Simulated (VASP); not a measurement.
# MgO (P6_3/mmc) in VASP: further runs

MgO is run at these levels: r2SCAN; tasks: single point.

All numbers are computed with VASP 6.6.1; they aren't measurements. Logs are shortened: lines on timing, memory, paths and dates and some standing lists are left out, and cuts for length are marked.

## (1) The cell of the first run

Symmetry: P6_3/mmc, No. 194, hexagonal system. Conventional cell: a = 3.427 Å, b = 3.427 Å, c = 4.107 Å, α = 90.00°, β = 90.00°, γ = 120.00°. Within 2.6 Å of Mg (site symmetry -6m2) lie 5 O at 1.98 to 2.05 Å. Within 2.6 Å of O (site symmetry -6m2) lie 5 Mg at 1.98 to 2.05 Å.

## (2) Single point, r2SCAN

Contents of POSCAR:

```
MgO
1.0
    3.4272754297      0.0000000000      0.0000000000
   -1.7136377148      2.9681076712      0.0000000000
    0.0000000000      0.0000000000      4.1072130628
Mg O
2 2
Direct
    0.6666666667      0.3333333333      0.7500000000
    0.3333333333      0.6666666667      0.2500000000
    0.6666666667      0.3333333333      0.2500000000
    0.3333333333      0.6666666667      0.7500000000
```

Contents of INCAR.step1:

```
SYSTEM = MgO
  PREC = Accurate
  ENCUT = 520
  ISMEAR = 0
  SIGMA = 0.01
  LREAL = .False.
  LASPH = .True.
  NELM = 60
  NBANDS = 16
  GGA = PE
  ALGO = Normal
  EDIFF = 1E-4
  LWAVE = .True.
  LCHARG = .False.
```

Contents of INCAR.step2:

```
SYSTEM = MgO
  PREC = Accurate
  ENCUT = 520
  EDIFF = 1E-6
  ISMEAR = 0
  SIGMA = 0.01
  LREAL = .False.
  LASPH = .True.
  NELM = 60
  ALGO = Normal
  ISIF = 2
  LWAVE = .False.
  LCHARG = .True.
  METAGGA = R2SCAN
  LMIXTAU = .True.
  LELF = .True.
  LVHAR = .True.
  NBANDS = 16
  ISTART = 1
```

Contents of KPOINTS:

```
Automatic mesh
0
Gamma
  6 6 6
  0 0 0
```

Potentials or basis: VASP PAW PBE potentials, release 64 (Mg, O).

The run is started by

```console
$ cat potpaw_PBE.64/Mg/POTCAR potpaw_PBE.64/O/POTCAR > POTCAR
$ cp INCAR.step1 INCAR
$ mpirun -np 1 vasp_std > vasp.out
$ cp INCAR.step2 INCAR
$ mpirun -np 1 vasp_std > vasp.out
```

OUTCAR:

```text
SYSTEM = MgO
   PREC = Accurate
   ENCUT = 520
   EDIFF = 1E-6
   ISMEAR = 0
   LREAL = .False.
   LASPH = .True.
   NELM = 60
   ISIF = 2
   METAGGA = R2SCAN
   ISTART = 1

 ion  position               nearest neighbor table
   1  0.667  0.333  0.750-   4 1.98   4 1.98   4 1.98   3 2.05   3 2.05   2 2.85   2 2.85   2 2.85
                             2 2.85   2 2.85   2 2.85
   2  0.333  0.667  0.250-   3 1.98   3 1.98   3 1.98   4 2.05   4 2.05   1 2.85   1 2.85   1 2.85
                             1 2.85   1 2.85   1 2.85
   3  0.667  0.333  0.250-   2 1.98   2 1.98   2 1.98   1 2.05   1 2.05
   4  0.333  0.667  0.750-   1 1.98   1 1.98   1 1.98   2 2.05   2 2.05

  LATTYP: Found a hexagonal cell.
 ALAT       =     3.4272754297
 C/A-ratio  =     1.1983901344

  Lattice vectors:

 A1 = (   3.4272754297,   0.0000000000,   0.0000000000)
 A2 = (  -1.7136377148,   2.9681076712,   0.0000000000)
 A3 = (   0.0000000000,   0.0000000000,   4.1072130628)

Analysis of symmetry for initial positions (statically):
=====================================================================
 Subroutine PRICEL returns:
 Original cell was already a primitive cell.

 Routine SETGRP: Setting up the symmetry group for a
 hexagonal supercell.

 Subroutine GETGRP returns: Found 24 space group operations
 (whereof 12 operations were pure point group operations)
 out of a pool of 24 trial point group operations.

The static configuration has the point symmetry D_3d.
 The point group associated with its full space group is D_6h.

Analysis of symmetry for dynamics (positions and initial velocities):
=====================================================================
 Subroutine PRICEL returns:
 Original cell was already a primitive cell.

 Routine SETGRP: Setting up the symmetry group for a
 hexagonal supercell.

 Subroutine GETGRP returns: Found 24 space group operations
 (whereof 12 operations were pure point group operations)
 out of a pool of 24 trial point group operations.

The dynamic configuration has the point symmetry D_3d.
 The point group associated with its full space group is D_6h.

 Subroutine INISYM returns: Found 24 space group operations
 (whereof 12 operations are pure point group operations),
 and found     1 'primitive' translations

----------------------------------------------------------------------------------------

                                     Primitive cell

  volume of cell :      41.7807

  direct lattice vectors                    reciprocal lattice vectors
     3.427275430  0.000000000  0.000000000     0.291776958  0.168457501  0.000000000
    -1.713637715  2.968107671  0.000000000     0.000000000  0.336915001  0.000000000
     0.000000000  0.000000000  4.107213063     0.000000000  0.000000000  0.243474099

  length of vectors
     3.427275430  3.427275502  4.107213063     0.336915008  0.336915001  0.243474099

  position of ions in fractional coordinates (direct lattice)
     0.666666667  0.333333333  0.750000000
     0.333333333  0.666666667  0.250000000
     0.666666667  0.333333333  0.250000000
     0.333333333  0.666666667  0.750000000

  ion indices of the primitive-cell ions
   primitive index   ion index
                 1           1
                 2           2
                 3           3
                 4           4

----------------------------------------------------------------------------------------

 KPOINTS: Automatic mesh

Automatic generation of k-mesh.
 Grid dimensions read from file:
 generate k-points for:    6    6    6

 Generating k-lattice:

  Cartesian coordinates                     Fractional coordinates (reciprocal lattice)
     0.048629493  0.028076250  0.000000000     0.166666667  0.000000000  0.000000000
     0.000000000  0.056152500  0.000000000     0.000000000  0.166666667  0.000000000
     0.000000000  0.000000000  0.040579017     0.000000000  0.000000000  0.166666667

  Length of vectors
     0.056152501  0.056152500  0.040579017

  Shift w.r.t. Gamma in fractional coordinates (k-lattice)
     0.000000000  0.000000000  0.000000000

 Subroutine IBZKPT returns following result:
 ===========================================

 Found     28 irreducible k-points:

 Following reciprocal coordinates:
            Coordinates               Weight
  0.000000  0.000000  0.000000      1.000000
  0.166667  0.000000  0.000000      6.000000
  0.333333  0.000000  0.000000      6.000000
  0.500000  0.000000  0.000000      3.000000
  0.166667  0.166667  0.000000      6.000000
  0.333333  0.166667  0.000000     12.000000
[... 16 lines left out ...]
  0.166667  0.000000  0.500000      6.000000
  0.333333  0.000000  0.500000      6.000000
 [... further k-points ...]
   k-points           NKPTS =     28   k-points in BZ     NKDIM =     28   number of bands    NBANDS=     16
   number of dos      NEDOS =    301   number of ions     NIONS =      4
   total plane-waves  NPLWV =  25088
   dimension x,y,z NGX =    28 NGY =   28 NGZ =   32
   dimension x,y,z NGXF=    56 NGYF=   56 NGZF=   64
   ions per type =               2   2
   NGX,Y,Z   is equivalent  to a cutoff of  13.58, 13.58, 12.95 a.u.
   NGXF,Y,Z  is equivalent  to a cutoff of  27.16, 27.16, 25.91 a.u.
 SYSTEM =  MgO
   PREC   = accura    normal or accurate (medium, high low for compatibility)
   ISTART =      1    job   : 0-new  1-cont  2-samecut
   ICHARG =      0    charge: 1-file 2-atom 10-const
   ISPIN  =      1    spin polarized calculation?
   LNONCOLLINEAR =      F non collinear calculations
   LSORBIT =      F    spin-orbit coupling
   LASPH  =      T    aspherical Exc in radial PAW
   ENCUT  =  520.0 eV  38.22 Ry    6.18 a.u.   6.37  6.37  7.64*2*pi/ulx,y,z
   NELM   =     60;   NELMIN=  2; NELMDL=  0     # of ELM steps
   EDIFF  = 0.1E-05   stopping-criterion for ELM
   LREAL  =      F    real-space projection
   EDIFFG = 0.1E-04   stopping-criterion for IOM
   NSW    =      0    number of steps for IOM
   IBRION =     -1    ionic relax: 0-MD 1-quasi-New 2-CG
   NFREE  =      0    steps in history (QN), initial steepest desc. (CG)
   ISIF   =      2    stress and relaxation
   ISYM   =      2    0-nonsym 1-usesym 2-fastsym
   POTIM  = 0.5000    time-step for ionic-motion
   TEBEG  =    0.0;   TEEND  =   0.0 temperature during run
   PSTRESS=    0.0 pullay stress
   NELECT =      16.0000    total number of electrons
   NUPDOWN=      -1.0000    fix difference up-down
   EMIN   =  10.00;   EMAX   =-10.00  energy-range for DOS
   EFERMI =   0.00;   METHOD = LEGACY
   ISMEAR =     0;   SIGMA  =   0.01  broadening in eV -4-tet -1-fermi 0-gaus
   EFERMI_NEDOS =   21; number of points for ismear=-14 and -15
   IALGO  =     38    algorithm
   IMIX   =      4    mixing-type and parameters
     AMIX     =   0.40;   BMIX     =  1.00
     AMIX_MAG =   1.60;   BMIX_MAG =  1.00
  volume/ion in A,a.u.               =      10.45        70.49
  Fermi-wavevector in a.u.,A,eV,Ry     =   1.188839  2.246579 19.229617  1.413337
  Thomas-Fermi vector in A             =   2.324959
   LORBIT       =      0    0 simple, 1 ext, 2 COOP (PROOUT), +10 PAW based schemes
   METAGGA = R2SCAN    functional components
   LHFCALC =     F    Hartree Fock is set to
   AEXX    =    0.0000 exact exchange contribution
   IVDW    =     0    specifies the selected vdW correction
   LEPSILON=     F    determine dielectric tensor
   LRPA    =     F    only Hartree local field effects (RPA)
 non-spin polarized calculation
 Gauss-broadening in eV      SIGMA  =   0.01
  energy-cutoff  :      520.00
  volume of cell :       41.78
 maximum number of plane-waves:      1135
 NGX is ok and might be reduce to    28
   NGX = 13   NGY = 13   NGZ = 15

 number of electron      16.0000009 magnetization

 Free energy of the ion-electron system (eV)
  ---------------------------------------------------
  ext. energy  EPLUGINS =         0.00000000
  ---------------------------------------------------
  free energy    TOTEN  =       -32.02508467 eV

  energy without entropy =      -32.02508467  energy(sigma->0) =      -32.02508467

 E-fermi :   2.0678     XC(G=0): -10.8086

 val. band max:        1.9359546804   @ k =   0.0000   0.0000   0.0000
 cond. band min:       6.2974150892   @ k =   0.0000   0.0000   0.0000
 fundamental gap:      4.3614604087
 Fermi energy:         2.0678234059

 k-point     1 :       0.0000    0.0000    0.0000
  band No.  band energies     occupation
      1     -16.1918      2.00000
      2     -14.6891      2.00000
      3      -1.9290      2.00000
      4       0.0641      2.00000
      5       0.0641      2.00000
      6       1.0350      2.00000
[... 8 lines left out ...]
     15      18.9474      0.00000
     16      19.3334      0.00000

 k-point     2 :       0.1667    0.0000    0.0000
  band No.  band energies     occupation
      1     -16.0486      2.00000
      2     -14.7160      2.00000
      3      -1.7041      2.00000
      4      -0.3906      2.00000
      5      -0.1398      2.00000
      6       0.5271      2.00000
[... 8 lines left out ...]
     15      18.2056      0.00000
     16      18.2410      0.00000

 k-point     3 :       0.3333    0.0000    0.0000
  band No.  band energies     occupation
      1     -15.7003      2.00000
      2     -14.8273      2.00000
      3      -1.3740      2.00000
      4      -1.1055      2.00000
      5      -0.4460      2.00000
      6       0.0521      2.00000
[... 8 lines left out ...]
     15      17.5531      0.00000
     16      18.2676      0.00000

 k-point     4 :       0.5000    0.0000    0.0000
  band No.  band energies     occupation
      1     -15.4425      2.00000
      2     -14.9643      2.00000
      3      -1.8205      2.00000
      4      -0.5902      2.00000
      5      -0.5731      2.00000
      6      -0.1057      2.00000
[... 8 lines left out ...]
     15      18.2445      0.00000
     16      18.4704      0.00000

 k-point     5 :       0.1667    0.1667    0.0000
  band No.  band energies     occupation
      1     -15.8002      2.00000
      2     -14.7872      2.00000
      3      -1.2872      2.00000
      4      -1.0454      2.00000
      5      -0.5635      2.00000
      6       0.3287      2.00000
[... 8 lines left out ...]
     15      17.7757      0.00000
     16      17.8734      0.00000

 k-point     6 :       0.3333    0.1667    0.0000
  band No.  band energies     occupation
      1     -15.4524      2.00000
      2     -14.9541      2.00000
      3      -1.7565      2.00000
      4      -0.6234      2.00000
      5      -0.5947      2.00000
      6      -0.0243      2.00000
[... 8 lines left out ...]
     15      18.1564      0.00000
     16      18.3155      0.00000
[... 267 lines left out ...]
 k-point    21 :       0.3333    0.3333    0.3333
  band No.  band energies     occupation
      1     -15.1143      2.00000
      2     -15.1143      2.00000
      3      -1.6191      2.00000
      4      -1.6191      2.00000
      5      -1.3641      2.00000
      6       0.0478      2.00000
[... 8 lines left out ...]
     15      18.7954      0.00000
     16      21.4133      0.00000

 k-point    22 :       0.0000    0.0000    0.5000
  band No.  band energies     occupation
      1     -15.4414      2.00000
      2     -15.4414      2.00000
      3      -0.5826      2.00000
      4      -0.5826      2.00000
      5       0.5278      2.00000
      6       0.5278      2.00000
[... 8 lines left out ...]
     15      19.5136      0.00000
     16      19.5136      0.00000

 k-point    23 :       0.1667    0.0000    0.5000
  band No.  band energies     occupation
      1     -15.3664      2.00000
      2     -15.3664      2.00000
      3      -1.1095      2.00000
      4      -1.1095      2.00000
      5       0.4646      2.00000
      6       0.4646      2.00000
[... 8 lines left out ...]
     15      19.2042      0.00000
     16      19.2042      0.00000

 k-point    24 :       0.3333    0.0000    0.5000
  band No.  band energies     occupation
      1     -15.2122      2.00000
      2     -15.2122      2.00000
      3      -1.8411      2.00000
      4      -1.8411      2.00000
      5       0.3426      2.00000
      6       0.3426      2.00000
[... 8 lines left out ...]
     15      18.5006      0.00000
     16      18.5006      0.00000

 [... further k-points ...]
[... 5 lines left out ...]
  --------------------------------------------------------------------------------------
  -------------------------------------------------------------------------------------
  Total        1.8096268      1.8096269      2.0160677      0.0000000      0.0000000     -0.0000000
  in kB       69.3942870     69.3942909     77.3107339      0.0000000      0.0000000     -0.0000000
  external PRESSURE =      72.0331039 kB  Pullay stress =       0.0000000 kB

 VOLUME and BASIS-vectors are now :
 -----------------------------------------------------------------------------
  energy-cutoff  :      520.00
  volume of cell :       41.78
      direct lattice vectors                 reciprocal lattice vectors
     3.427275430  0.000000000  0.000000000     0.291776958  0.168457501  0.000000000
    -1.713637715  2.968107671  0.000000000     0.000000000  0.336915001  0.000000000
     0.000000000  0.000000000  4.107213063     0.000000000  0.000000000  0.243474099

 POSITION                                       TOTAL-FORCE (eV/Angst)
 -----------------------------------------------------------------------------------
      1.71364      0.98937      3.08041        -0.000000      0.000000      0.000000
     -0.00000      1.97874      1.02680         0.000000     -0.000000      0.000000
      1.71364      0.98937      1.02680        -0.000000     -0.000000      0.000000
     -0.00000      1.97874      3.08041         0.000000      0.000000      0.000000
 -----------------------------------------------------------------------------------
    total drift:                               -0.000000      0.000000     -0.000000

  FREE ENERGIE OF THE ION-ELECTRON SYSTEM (eV)
  ---------------------------------------------------
  free  energy   TOTEN  =       -32.0250846700 eV

  energy  without entropy=      -32.0250846700  energy(sigma->0) =      -32.02508467
```

Run time: 1.7 min. Hardware: 1 thread of AMD EPYC 7R43 (Zen 3), shared host; peak memory 0.14 GiB.

Results:

```yaml
Free_energy: -32.0251 eV
Pressure: 7.2 GPa
Band_gap_on_the_k_mesh: 4.36 eV, direct
```

Caveat: the PAW data sets were made with another functional, which shifts forces and pressure a little. r2SCAN opens gaps a little over a GGA but as a rule still falls short of measured ones.

## (3) Single point, r2SCAN

This run uses another cell than the first one, of 10.78 Å³/atom, 1.032 times its volume.

Contents of POSCAR:

```
MgO
1.0
    3.4629787849      0.0000000000      0.0000000000
   -1.7314893925      2.9990276847      0.0000000000
    0.0000000000      0.0000000000      4.1499996115
Mg O
2 2
Direct
    0.6666666667      0.3333333333      0.7500000000
    0.3333333333      0.6666666667      0.2500000000
    0.6666666667      0.3333333333      0.2500000000
    0.3333333333      0.6666666667      0.7500000000
```

Contents of INCAR.step1:

```
SYSTEM = MgO
PREC = Accurate ; ENCUT = 520
ISMEAR = 0 ; SIGMA = 0.01
LREAL = .False. ; LASPH = .True.
NELM = 100 ; NBANDS = 16
GGA = PE ; ALGO = Normal
EDIFF = 1E-4 ; LWAVE = .True.
LCHARG = .False.
```

Contents of INCAR.step2:

```
SYSTEM = MgO
PREC = Accurate ; ENCUT = 520
EDIFF = 1E-7 ; ISMEAR = 0
SIGMA = 0.01 ; LREAL = .False.
LASPH = .True. ; NELM = 100
ALGO = Normal ; ISIF = 2
LWAVE = .False. ; LCHARG = .True.
METAGGA = R2SCAN ; LMIXTAU = .True.
LELF = .True. ; LVHAR = .True.
NBANDS = 16 ; ISTART = 1
```

KPOINTS is that of step 2.

Potentials or basis: VASP PAW PBE potentials, release 64 (Mg, O).

The run is started by

```console
$ cat potpaw_PBE.64/Mg/POTCAR potpaw_PBE.64/O/POTCAR > POTCAR
$ cp INCAR.step1 INCAR
$ mpirun -np 1 vasp_std > vasp.out
$ cp INCAR.step2 INCAR
$ mpirun -np 1 vasp_std > vasp.out
```

Wall time 2.3 min (1 thread of AMD EPYC 7R43 (Zen 3), shared host); peak memory 0.13 GiB.

Results (log left out):

- Free energy: -32.0648 eV
- Pressure: 2.2 GPa
- Band gap on the k mesh: 4.19 eV, direct

Stress tensor (GPa, compression positive):
```
2.09 0.00 0.00
0.00 2.09 0.00
0.00 0.00 2.47
```

Levels at points of the mesh, in eV from the valence-band top:
```csv
k point,band 4,band 5,band 6,band 7,band 8,band 9,band 10,band 11,band 12,band 13
"(0.00, 0.00, 0.00)",-1.81,-1.81,-0.86,-0.86,0.00,4.19,10.57,13.36,13.60,13.60
"(0.50, 0.00, 0.00)",-2.45,-2.43,-1.99,-1.34,-0.55,7.73,10.24,10.71,13.53,14.03
"(0.00, 0.00, 0.50)",-2.46,-1.35,-1.35,-1.35,-1.35,7.26,7.26,13.98,13.98,13.98
"(0.50, 0.00, 0.50)",-3.96,-1.60,-1.60,-0.85,-0.85,8.11,8.11,13.27,13.27,15.32
```

Caveat: the PAW data sets were made with another functional, which shifts forces and pressure a little.
